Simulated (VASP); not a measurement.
## Si3Ge: relaxation of cell and atoms with PBE

The system is Si3Ge.

```xyz
4
Lattice="1.4206 0.8202 9.2794 -1.4206 0.8202 9.2794 0.0000 -1.6404 9.2794" Properties=species:S:1:pos:R:3 pbc="T T T"
Si    0.0000    0.0000   20.8786
Si    0.0000    0.0000    6.9595
Si    0.0000    0.0000   13.9191
Ge    0.0000    0.0000    0.0000
```

* Program: VASP 6.6.1
* Task: relaxation of cell and atoms
* Functional: PBE
* Potentials or basis: VASP PAW PBE potentials, release 64 (Si, Ge_d)
* Cutoff: 600 eV
* k mesh: 6 × 6 × 6
* Occupations: gaussian, width 0.1 eV
* Spin: no spin polarisation
* Dipole correction: no
* Further INCAR settings: ALGO = Normal; EDIFF = 1e-06; IBRION = 2; EDIFFG = -0.04; NSW = 90; ISIF = 3

| Item | Value |
| --- | --- |
| Relaxed volume | 16.16 Å³/atom |
| Relaxed cell | a = 10.055 Å, b = 10.055 Å, c = 10.055 Å, α = 15.67°, β = 15.67°, γ = 15.67° |
| Space group after relaxing (to 0.1 Å) | R-3m (No. 166) |
| Energy gained by relaxing | 56.5 meV/atom |
| Ionic steps | 9 |
| Pressure after relaxing | 0.0 GPa |
| Largest force after relaxing | 0.034 eV/Å |

Forces on the atoms (eV/Å):
```
Si   0.000  0.000 -0.034
Si   0.000  0.000  0.034
Si   0.000  0.000  0.000
Ge   0.000  0.000  0.000
```

Stress tensor (GPa, compression positive):
```
-0.07  0.00  0.00
 0.00 -0.07  0.00
 0.00  0.00  0.06
```

Step by step:
| step | energy change (eV) | largest force (eV/Å) | pressure (GPa) | volume (Å³) |
| --- | --- | --- | --- | --- |
| 1 | 0.0000 | 0.5355 | 0.42 | 64.87 |
| 2 | -0.0428 | 0.5235 | -2.14 | 65.27 |
| 3 | -0.1447 | 0.3198 | -2.48 | 66.40 |
| 4 | -0.1667 | 0.0809 | -2.20 | 68.45 |
| 5 | -0.1962 | 0.1330 | -2.73 | 67.53 |
| 6 | -0.2150 | 0.0214 | -0.74 | 65.56 |
| 7 | -0.2152 | 0.0309 | -0.75 | 65.70 |
| 8 | -0.2244 | 0.0002 | -0.39 | 65.03 |
| 9 | -0.2259 | 0.0340 | -0.02 | 64.64 |

Final structure:
```xyz
4
Lattice="1.3709 0.7915 9.9298 -1.3709 0.7915 9.9298 0.0000 -1.5829 9.9298" Properties=species:S:1:pos:R:3 pbc="T T T"
Si    0.0000    0.0000   22.5729
Si    0.0000    0.0000    7.2165
Si    0.0000    0.0000   14.8947
Ge    0.0000    0.0000    0.0000
```

Levels at points of the mesh, in eV from the Fermi level:
| k point | band 9 | band 10 | band 11 | band 12 | band 13 | band 14 | band 15 | band 16 |
| --- | --- | --- | --- | --- | --- | --- | --- | --- |
| (0.00, 0.00, 0.00) | -8.72 | -6.55 | -0.61 | -0.24 | 7.91 | 8.72 | 8.72 | 9.26 |
| (0.50, 0.00, 0.00) | -6.08 | -5.60 | -5.15 | -2.88 | -2.56 | -0.23 | 0.31 | 3.74 |
| (0.50, 0.50, 0.00) | -6.19 | -5.04 | -5.00 | -3.25 | -3.12 | 0.80 | 0.87 | 2.10 |
| (0.50, 0.50, 0.50) | -9.79 | -4.55 | -3.88 | 3.36 | 4.69 | 8.71 | 8.71 | 9.22 |

Run time: 25 min on 1 thread of Intel(R) Xeon(R) 6975P-C (Granite Rapids), on a shared host, peak memory 1 GiB.

Caveat: the k points lie up to 0.44 Å⁻¹ apart in the final cell; the highest band is partly filled, so the run has too few bands.
